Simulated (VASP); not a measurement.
NbP (CsCl type): single point with PBE

Crystal: NbP (CsCl type).

```
Nb P
1.0
     3.05731    0.00000    0.00000
     0.00000    3.05731    0.00000
     0.00000    0.00000    3.05731
Nb P
1 1
Direct
  0.00000 0.00000 0.00000
  0.50000 0.50000 0.50000
```

This cell differs from its parent crystal: volume scaled by 0.95.

* Program: VASP 6.6.1
* Task: single point
* Functional: PBE
* Potentials or basis: VASP PAW PBE potentials, release 64 (Nb_sv, P)
* Cutoff: 520 eV
* k mesh: 13 × 13 × 13
* Occupations: fermi-dirac, width 0.1 eV
* Spin: no spin polarisation
* Dipole correction: no
* Further INCAR settings: ALGO = Normal; EDIFF = 1e-06; NBANDS = 16

```
Pressure               : 10.5 GPa
Band gap on the k mesh : zero (band 9 reaches 15.96 eV, above the bottom of band 10 at 12.32 eV)
```

Levels at points of the mesh, in eV from the Fermi level:
```tsv
k point	band 6	band 7	band 8	band 9	band 10	band 11	band 12	band 13
(0.00, 0.00, 0.00)	-3.49	-3.49	0.18	0.18	0.18	1.99	1.99	1.99
```

Run time: 14 s on 1 thread of Intel Xeon 6975P-C (shared host), peak memory 0.17 GiB.
